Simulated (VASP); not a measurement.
# AlCo (Pm-3m) in VASP: a series of runs

AlCo is run at these levels: PBE; tasks: single point.

Everything below comes from runs of VASP 6.6.1. Logs are shortened: lines on timing, memory, paths and dates and some standing lists are left out, and cuts for length are marked.

### Step 1. The cell of the first run

Symmetry: Pm-3m, No. 221, cubic system. The conventional cell has a = 2.819 Å, b = 2.819 Å, c = 2.819 Å, α = 90.00°, β = 90.00°, γ = 90.00°. Al (site symmetry m-3m) has 8 Co at 2.44 Å and 6 Al at 2.82 Å within 3.2 Å. Within 3.2 Å of Co (site symmetry m-3m) lie 8 Al at 2.44 Å and 6 Co at 2.82 Å.

### Step 2. Single point, PBE, collinear spin, ferromagnetic start

Contents of INCAR:

```
SYSTEM = AlCo
PREC = Accurate
ENCUT = 520
EDIFF = 1E-7
ISMEAR = 1
SIGMA = 0.5
LREAL = .FALSE.
LASPH = .TRUE.
NELM = 150
ALGO = Normal
ISIF = 2
LWAVE = .FALSE.
LCHARG = .FALSE.
ISPIN = 2
MAGMOM = 0 1.8
LORBIT = 11
LMAXMIX = 4
GGA = PE
NBANDS = 17
```

Contents of KPOINTS:

```
Automatic mesh
0
G
  11 11 11
  0 0 0
```

Contents of POSCAR:

```
AlCo
1.0
    2.8194032100      0.0000000000      0.0000000000
    0.0000000000      2.8194032100      0.0000000000
    0.0000000000      0.0000000000      2.8194032100
Al Co
1 1
Direct
    0.0000000000      0.0000000000      0.0000000000
    0.5000000000      0.5000000000      0.5000000000
```

Potentials or basis: VASP PAW PBE potentials, release 64 (Al, Co).

The run is started by

```bash
cat potpaw_PBE.64/Al/POTCAR potpaw_PBE.64/Co/POTCAR > POTCAR
mpirun -np 1 vasp_std > vasp.out
```

OUTCAR:

```text
SYSTEM = AlCo
   PREC = Accurate
   ENCUT = 520
   EDIFF = 1E-7
   ISMEAR = 1
   LREAL = .FALSE.
   LASPH = .TRUE.
   NELM = 150
   ISIF = 2
   ISPIN = 2
   LORBIT = 11
   GGA = PE

 ion  position               nearest neighbor table
   1  0.000  0.000  0.000-   2 2.44   2 2.44   2 2.44   2 2.44   2 2.44   2 2.44   2 2.44   2 2.44

   2  0.500  0.500  0.500-   1 2.44   1 2.44   1 2.44   1 2.44   1 2.44   1 2.44   1 2.44   1 2.44

  LATTYP: Found a simple cubic cell.
 ALAT       =     2.8194032100

  Lattice vectors:

 A1 = (   2.8194032100,   0.0000000000,   0.0000000000)
 A2 = (   0.0000000000,   2.8194032100,   0.0000000000)
 A3 = (   0.0000000000,   0.0000000000,   2.8194032100)

Analysis of symmetry for initial positions (statically):
=====================================================================
 Subroutine PRICEL returns:
 Original cell was already a primitive cell.

 Routine SETGRP: Setting up the symmetry group for a
 simple cubic supercell.

 Subroutine GETGRP returns: Found 48 space group operations
 (whereof 48 operations were pure point group operations)
 out of a pool of 48 trial point group operations.

The static configuration has the point symmetry O_h .

Analysis of symmetry for dynamics (positions and initial velocities):
=====================================================================
 Subroutine PRICEL returns:
 Original cell was already a primitive cell.

 Routine SETGRP: Setting up the symmetry group for a
 simple cubic supercell.

 Subroutine GETGRP returns: Found 48 space group operations
 (whereof 48 operations were pure point group operations)
 out of a pool of 48 trial point group operations.

The dynamic configuration has the point symmetry O_h .

Analysis of structural, dynamic, and magnetic symmetry:
=====================================================================
 Subroutine PRICEL returns:
 Original cell was already a primitive cell.

 Routine SETGRP: Setting up the symmetry group for a
 simple cubic supercell.

 Subroutine GETGRP returns: Found 48 space group operations
 (whereof 48 operations were pure point group operations)
 out of a pool of 48 trial point group operations.

The overall configuration has the point symmetry O_h .

 Subroutine INISYM returns: Found 48 space group operations
 (whereof 48 operations are pure point group operations),
 and found     1 'primitive' translations

----------------------------------------------------------------------------------------

                                     Primitive cell

[... 114 lines left out ...]
   LORBIT       =     11    0 simple, 1 ext, 2 COOP (PROOUT), +10 PAW based schemes
   GGA     = PE    functional components
   LHFCALC =     F    Hartree Fock is set to
   AEXX    =    0.0000 exact exchange contribution
   IVDW    =     0    specifies the selected vdW correction
   LEPSILON=     F    determine dielectric tensor
   LRPA    =     F    only Hartree local field effects (RPA)
 spin polarized calculation
 Methfessel and Paxton  Order N= 1 SIGMA  =   0.50
  energy-cutoff  :      520.00
  volume of cell :       22.41
 maximum number of plane-waves:       621
 NGX is ok and might be reduce to    24
   NGX = 11   NGY = 11   NGZ = 11

 number of electron      11.9999996 magnetization       0.0004730

 Free energy of the ion-electron system (eV)
  ---------------------------------------------------
  ext. energy  EPLUGINS =         0.00000000
  ---------------------------------------------------
  free energy    TOTEN  =       -11.96806304 eV

  energy without entropy =      -11.98357604  energy(sigma->0) =      -11.97323404

 E-fermi :  10.9482     XC(G=0): -12.4232

 val. band max:       10.8825863208   @ k =   0.4545   0.4545   0.0909
 cond. band min:      11.0262456804   @ k =   0.4545   0.4545   0.2727
 fundamental gap:      0.1436593596
 Fermi energy:        10.9481825400

 spin component 1

 k-point     1 :       0.0000    0.0000    0.0000
  band No.  band energies     occupation
      1      -0.2806      1.00000
      2       7.9105      1.00000
      3       7.9105      1.00000
      4      10.1384      1.02217
      5      10.1384      1.02217
      6      10.1384      1.02217
[... 459 lines left out ...]
      6      10.0441      1.01412
[... 9 lines left out ...]
     16      31.7863      0.00000
     17      33.4343      0.00000

 [... further k-points ...]

 spin component 2

 k-point     1 :       0.0000    0.0000    0.0000
  band No.  band energies     occupation
      1      -0.2807      1.00000
      2       7.9111      1.00000
      3       7.9111      1.00000
      4      10.1388      1.02220
      5      10.1388      1.02220
      6      10.1388      1.02220
[... 459 lines left out ...]
      6      10.0445      1.01415
[... 9 lines left out ...]
     16      31.7864      0.00000
     17      33.4342      0.00000

 [... further k-points ...]

------------------------ aborting loop because EDIFF is reached ----------------------------------------

  FORCE on cell =-STRESS in cart. coord.  units (eV):
  Direction    XX          YY          ZZ          XY          YZ          ZX
  --------------------------------------------------------------------------------------
  -------------------------------------------------------------------------------------
  Total        0.9050407      0.9050407      0.9050407     -0.0000000      0.0000000     -0.0000000
  in kB       64.7004203     64.7004203     64.7004203     -0.0000000      0.0000000     -0.0000000
  external PRESSURE =      64.7004203 kB  Pullay stress =       0.0000000 kB

 VOLUME and BASIS-vectors are now :
 -----------------------------------------------------------------------------
  energy-cutoff  :      520.00
  volume of cell :       22.41
      direct lattice vectors                 reciprocal lattice vectors
     2.819403210  0.000000000  0.000000000     0.354684990  0.000000000  0.000000000
     0.000000000  2.819403210  0.000000000     0.000000000  0.354684990  0.000000000
     0.000000000  0.000000000  2.819403210     0.000000000  0.000000000  0.354684990

 POSITION                                       TOTAL-FORCE (eV/Angst)
 -----------------------------------------------------------------------------------
      0.00000      0.00000      0.00000         0.000000      0.000000      0.000000
      1.40970      1.40970      1.40970         0.000000      0.000000      0.000000
 -----------------------------------------------------------------------------------
    total drift:                                0.000000     -0.000000     -0.000000

  FREE ENERGIE OF THE ION-ELECTRON SYSTEM (eV)
  ---------------------------------------------------
  free  energy   TOTEN  =       -11.9680630404 eV

  energy  without entropy=      -11.9835760381  energy(sigma->0) =      -11.97323404

 total charge

# of ion       s       p       d       tot
------------------------------------------
    1        0.399   0.443   0.000   0.842
    2        0.447   0.534   7.533   8.514
--------------------------------------------------
tot          0.846   0.977   7.533   9.355

 magnetization (x)

# of ion       s       p       d       tot
------------------------------------------
    1       -0.000  -0.000   0.000  -0.000
    2        0.000  -0.000   0.000   0.000
--------------------------------------------------
tot         -0.000  -0.000   0.000   0.000
```

OSZICAR:

```text
N       E                     dE             d eps       ncg     rms          rms(c)
DAV:   1     0.379487784469E+02    0.37949E+02   -0.47778E+03  3928   0.717E+02
DAV:   2    -0.112580225854E+02   -0.49207E+02   -0.43866E+02  4301   0.151E+02
DAV:   3    -0.132588659291E+02   -0.20008E+01   -0.19705E+01  4679   0.324E+01
DAV:   4    -0.132873234365E+02   -0.28458E-01   -0.28434E-01  4585   0.344E+00
DAV:   5    -0.132881277526E+02   -0.80432E-03   -0.80427E-03  4710   0.624E-01    0.138E+01
DAV:   6    -0.158865165059E+02   -0.25984E+01   -0.46261E+01  4191   0.727E+01    0.164E+01
DAV:   7    -0.119978462531E+02    0.38887E+01   -0.24845E+01  4352   0.466E+01    0.221E+00
DAV:   8    -0.119805905620E+02    0.17256E-01   -0.12889E-01  4647   0.232E+00    0.127E+00
DAV:   9    -0.119686340086E+02    0.11957E-01   -0.44214E-02  4830   0.166E+00    0.530E-01
DAV:  10    -0.119680754656E+02    0.55854E-03   -0.10442E-03  4524   0.245E-01    0.189E-01
DAV:  11    -0.119680623538E+02    0.13112E-04   -0.10328E-04  5209   0.842E-02    0.116E-01
DAV:  12    -0.119680626143E+02   -0.26052E-06   -0.46876E-05  5080   0.423E-02    0.299E-02
DAV:  13    -0.119680631917E+02   -0.57733E-06   -0.49181E-06  4688   0.159E-02    0.650E-03
DAV:  14    -0.119680629813E+02    0.21038E-06   -0.49198E-07  4642   0.473E-03    0.353E-03
DAV:  15    -0.119680630404E+02   -0.59096E-07   -0.24167E-07  2073   0.334E-03
   1 F= -.11968063E+02 E0= -.11973234E+02  d E =0.155130E-01  mag=     0.0002
```

It took 20 s on 1 thread of Intel Xeon 6975P-C, shared host; peak memory 0.17 GiB.

Results:

* Free energy: -11.9681 eV
* Pressure: 6.5 GPa
* Band gap on the k mesh: zero (filled and empty bands overlap)
* Net moment: 0.00 μB per cell
* Valence electrons inside the program's atomic spheres: Al 0.84; Co 8.51

Levels at points of the mesh, in eV from the Fermi level:
Spin up:
| k point | band 2 | band 3 | band 4 | band 5 | band 6 | band 7 | band 8 | band 9 | band 10 | band 11 |
| --- | --- | --- | --- | --- | --- | --- | --- | --- | --- | --- |
| (0.00, 0.00, 0.00) | -3.04 | -3.04 | -0.81 | -0.81 | -0.81 | 6.20 | 6.20 | 6.20 | 8.94 | 8.94 |
Spin down:
| k point | band 4 | band 5 | band 6 | band 7 | band 8 | band 9 |
| --- | --- | --- | --- | --- | --- | --- |
| (0.00, 0.00, 0.00) | -0.81 | -0.81 | -0.81 | 6.20 | 6.20 | 6.20 |

Caveat: the starting moments collapsed, and a magnetic state may lie lower.

### Step 3. Single point, PBE, collinear spin, ferromagnetic start

Contents of INCAR:

```
PREC = Accurate
ENCUT = 520
EDIFF = 1E-7
ISMEAR = 1
SIGMA = 0.3
LREAL = False
LASPH = True
NELM = 150
ALGO = Normal
ISIF = 2
LWAVE = False
LCHARG = False
ISPIN = 2
MAGMOM = 0 1.8
LORBIT = 11
LMAXMIX = 4
GGA = PE
NBANDS = 17
```

Contents of KPOINTS:

```
Automatic mesh
0
Gamma
  11 11 11
```

POSCAR is that of step 2.

Potentials or basis: VASP PAW PBE potentials, release 64 (Al, Co).

The run is started by

```bash
cat potpaw_PBE.64/Al/POTCAR potpaw_PBE.64/Co/POTCAR > POTCAR
mpirun -np 1 vasp_std > vasp.out
```

OUTCAR:

```text
PREC = Accurate
   ENCUT = 520
   EDIFF = 1E-7
   ISMEAR = 1
   LREAL = False
   LASPH = True
   NELM = 150
   ISIF = 2
   ISPIN = 2
   LORBIT = 11
   GGA = PE

 ion  position               nearest neighbor table
   1  0.000  0.000  0.000-   2 2.44   2 2.44   2 2.44   2 2.44   2 2.44   2 2.44   2 2.44   2 2.44

   2  0.500  0.500  0.500-   1 2.44   1 2.44   1 2.44   1 2.44   1 2.44   1 2.44   1 2.44   1 2.44

  LATTYP: Found a simple cubic cell.
 ALAT       =     2.8194032100

  Lattice vectors:

 A1 = (   2.8194032100,   0.0000000000,   0.0000000000)
 A2 = (   0.0000000000,   2.8194032100,   0.0000000000)
 A3 = (   0.0000000000,   0.0000000000,   2.8194032100)

Analysis of symmetry for initial positions (statically):
=====================================================================
 Subroutine PRICEL returns:
 Original cell was already a primitive cell.

 Routine SETGRP: Setting up the symmetry group for a
 simple cubic supercell.

 Subroutine GETGRP returns: Found 48 space group operations
 (whereof 48 operations were pure point group operations)
 out of a pool of 48 trial point group operations.

The static configuration has the point symmetry O_h .

Analysis of symmetry for dynamics (positions and initial velocities):
=====================================================================
 Subroutine PRICEL returns:
 Original cell was already a primitive cell.

 Routine SETGRP: Setting up the symmetry group for a
 simple cubic supercell.

 Subroutine GETGRP returns: Found 48 space group operations
 (whereof 48 operations were pure point group operations)
 out of a pool of 48 trial point group operations.

The dynamic configuration has the point symmetry O_h .

Analysis of structural, dynamic, and magnetic symmetry:
=====================================================================
 Subroutine PRICEL returns:
 Original cell was already a primitive cell.

 Routine SETGRP: Setting up the symmetry group for a
 simple cubic supercell.

 Subroutine GETGRP returns: Found 48 space group operations
 (whereof 48 operations were pure point group operations)
[... 148 lines left out ...]

  energy without entropy =      -11.97107926  energy(sigma->0) =      -11.97042372

 E-fermi :  11.0060     XC(G=0): -12.4236

 val. band max:       10.8770377427   @ k =   0.4545   0.4545   0.0909
 cond. band min:      11.0233512476   @ k =   0.4545   0.4545   0.2727
 fundamental gap:      0.1463135049
 Fermi energy:        11.0060324921

 spin component 1

 k-point     1 :       0.0000    0.0000    0.0000
  band No.  band energies     occupation
      1      -0.2806      1.00000
      2       7.9065      1.00000
      3       7.9065      1.00000
      4      10.1323      1.00015
      5      10.1323      1.00015
      6      10.1323      1.00015
[... 459 lines left out ...]
      6      10.0381      1.00002
[... 9 lines left out ...]
     16      31.7861      0.00000
     17      33.4340      0.00000

 [... further k-points ...]

 spin component 2

 k-point     1 :       0.0000    0.0000    0.0000
  band No.  band energies     occupation
      1      -0.2806      1.00000
      2       7.9071      1.00000
      3       7.9071      1.00000
      4      10.1326      1.00015
      5      10.1326      1.00015
      6      10.1326      1.00015
[... 459 lines left out ...]
      6      10.0384      1.00003
[... 9 lines left out ...]
     16      31.7861      0.00000
     17      33.4340      0.00000

 [... further k-points ...]

------------------------ aborting loop because EDIFF is reached ----------------------------------------

  FORCE on cell =-STRESS in cart. coord.  units (eV):
  Direction    XX          YY          ZZ          XY          YZ          ZX
  --------------------------------------------------------------------------------------
  -------------------------------------------------------------------------------------
  Total        0.9148212      0.9148212      0.9148212     -0.0000000      0.0000000     -0.0000000
  in kB       65.3996242     65.3996242     65.3996242     -0.0000000      0.0000000     -0.0000000
  external PRESSURE =      65.3996242 kB  Pullay stress =       0.0000000 kB

 VOLUME and BASIS-vectors are now :
 -----------------------------------------------------------------------------
  energy-cutoff  :      520.00
  volume of cell :       22.41
      direct lattice vectors                 reciprocal lattice vectors
     2.819403210  0.000000000  0.000000000     0.354684990  0.000000000  0.000000000
     0.000000000  2.819403210  0.000000000     0.000000000  0.354684990  0.000000000
     0.000000000  0.000000000  2.819403210     0.000000000  0.000000000  0.354684990

 POSITION                                       TOTAL-FORCE (eV/Angst)
 -----------------------------------------------------------------------------------
      0.00000      0.00000      0.00000         0.000000      0.000000      0.000000
      1.40970      1.40970      1.40970         0.000000      0.000000      0.000000
 -----------------------------------------------------------------------------------
    total drift:                                0.000000     -0.000000     -0.000000

  FREE ENERGIE OF THE ION-ELECTRON SYSTEM (eV)
  ---------------------------------------------------
  free  energy   TOTEN  =       -11.9700959410 eV

  energy  without entropy=      -11.9710792633  energy(sigma->0) =      -11.97042372

 total charge

# of ion       s       p       d       tot
------------------------------------------
    1        0.399   0.443   0.000   0.842
    2        0.446   0.535   7.531   8.513
--------------------------------------------------
tot          0.845   0.978   7.531   9.354

 magnetization (x)

# of ion       s       p       d       tot
------------------------------------------
    1       -0.000  -0.000   0.000  -0.000
    2        0.000  -0.000   0.000   0.000
--------------------------------------------------
tot         -0.000  -0.000   0.000   0.000
```

OSZICAR:

```text
N       E                     dE             d eps       ncg     rms          rms(c)
DAV:   1     0.379507557223E+02    0.37951E+02   -0.47778E+03  3928   0.717E+02
DAV:   2    -0.112507897739E+02   -0.49202E+02   -0.43862E+02  4301   0.151E+02
DAV:   3    -0.132520025243E+02   -0.20012E+01   -0.19710E+01  4679   0.324E+01
DAV:   4    -0.132804666423E+02   -0.28464E-01   -0.28440E-01  4585   0.344E+00
DAV:   5    -0.132812698941E+02   -0.80325E-03   -0.80321E-03  4710   0.624E-01    0.137E+01
DAV:   6    -0.158509247849E+02   -0.25697E+01   -0.45892E+01  4191   0.725E+01    0.164E+01
DAV:   7    -0.120014291819E+02    0.38495E+01   -0.24786E+01  4352   0.465E+01    0.224E+00
DAV:   8    -0.119826798220E+02    0.18749E-01   -0.13468E-01  4639   0.239E+00    0.127E+00
DAV:   9    -0.119708133395E+02    0.11866E-01   -0.40894E-02  4830   0.156E+00    0.591E-01
DAV:  10    -0.119701056526E+02    0.70769E-03   -0.93487E-04  4540   0.210E-01    0.187E-01
DAV:  11    -0.119700932226E+02    0.12430E-04   -0.93751E-05  5116   0.786E-02    0.116E-01
DAV:  12    -0.119700971435E+02   -0.39209E-05   -0.52351E-05  5137   0.468E-02    0.297E-02
DAV:  13    -0.119700955333E+02    0.16102E-05   -0.54962E-06  4922   0.157E-02    0.631E-03
DAV:  14    -0.119700956562E+02   -0.12298E-06   -0.96556E-07  4730   0.650E-03    0.451E-03
DAV:  15    -0.119700958603E+02   -0.20403E-06   -0.78006E-07  2253   0.606E-03    0.277E-03
DAV:  16    -0.119700959410E+02   -0.80736E-07   -0.38477E-07  2014   0.408E-03
   1 F= -.11970096E+02 E0= -.11970424E+02  d E =0.983322E-03  mag=     0.0001
```

Wall time 21 s (1 thread of Intel Xeon 6975P-C, shared host); peak memory 0.17 GiB.

What came out:

```
Free energy                                           : -11.9701 eV
Pressure                                              : 6.5 GPa
Band gap on the k mesh                                : zero (filled and empty bands overlap)
Net moment                                            : 0.00 μB per cell
Valence electrons inside the program's atomic spheres : Al 0.84; Co 8.51
```

Caveat: the starting moments collapsed, and a magnetic state may lie lower.

[end of part 1 of 2]
